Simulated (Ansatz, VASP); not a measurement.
# One calculation of Al, two programs

Contents of INCAR:

```
PREC     = Accurate       # precision mode
ENCUT    = 520            # plane-wave cutoff, eV
EDIFF    = 1E-6           # SCF threshold, eV
ISMEAR   = 0              # smearing method
SIGMA    = 0.15           # smearing width, eV
LREAL    = False          # projectors in reciprocal space
LASPH    = True           # aspherical terms in the spheres
NELM     = 80             # most SCF steps
ALGO     = Normal         # electronic algorithm
ISIF     = 2              # what is computed and relaxed
LWAVE    = False          # write WAVECAR
LCHARG   = False          # write CHGCAR
GGA      = PE             # functional
IVDW     = 12             # dispersion correction
NBANDS   = 14             # bands
```

The input KPOINTS:

```
regular mesh
0
Gamma
  18 18 4
```

The input POSCAR:

```
Al
1.0
    2.7356000000      0.0000000000      0.0000000000
   -1.3678000000      2.3690990946      0.0000000000
    0.0000000000      0.0000000000     11.2371000000
Al
4
Direct
    0.0000000000      0.0000000000      0.0000000000
    0.3333333333      0.6666666667      0.2500000000
    0.0000000000      0.0000000000      0.5000000000
    0.6666666667      0.3333333333      0.7500000000
```

Input for Ansatz:

```yaml
crystal:
  lattice:
    - [2.7356, 0.0, 0.0]
    - [-1.3678, 2.3690990946, 0.0]
    - [0.0, 0.0, 11.2371]
  atoms:
    - { symbol: Al, position: [0.0, 0.0, 0.0] }
    - { symbol: Al, position: [0.3333333333, 0.6666666667, 0.25] }
    - { symbol: Al, position: [0.0, 0.0, 0.5] }
    - { symbol: Al, position: [0.6666666667, 0.3333333333, 0.75] }
basis:
  ecutwfc: 420
kpoints:
  mp_grid: { grid: [18, 18, 4] }
hamiltonian:
  xc: pbe
  pseudopotentials: { kind: paw, azcp: { folder: soft_1 } }
  dispersion: d3bj
scf:
  occupations: { method: gaussian, width: 0.15 }
output:
  forces: true
  stress: true
  eigenvalues: true
```

Alike in both runs: task single point; functional PBE; dispersion D3(BJ); k mesh 18 × 18 × 4; occupations gaussian, width 0.15 eV; no spin polarisation.

```csv
,VASP,Ansatz
version,VASP 6.6.1,Ansatz 0.2.0
potentials or method,"VASP PAW PBE potentials, release 64 (Al), cutoff 520 eV","scalar-relativistic, plane waves, PAW"
valence electrons in the cell,12,12
```

|  | VASP | Ansatz | Ansatz less VASP |
| --- | --- | --- | --- |
| gap on the k mesh at the Fermi level (eV) | none | none | - |
| pressure (GPa) | -4.6 | -4.6 | 0.00 |
| traceless stress, the component that is largest in VASP (GPa) | -7.21 | -7.23 | -0.015 |

A gap of «none» marks a metal or a gap that the smearing closes.
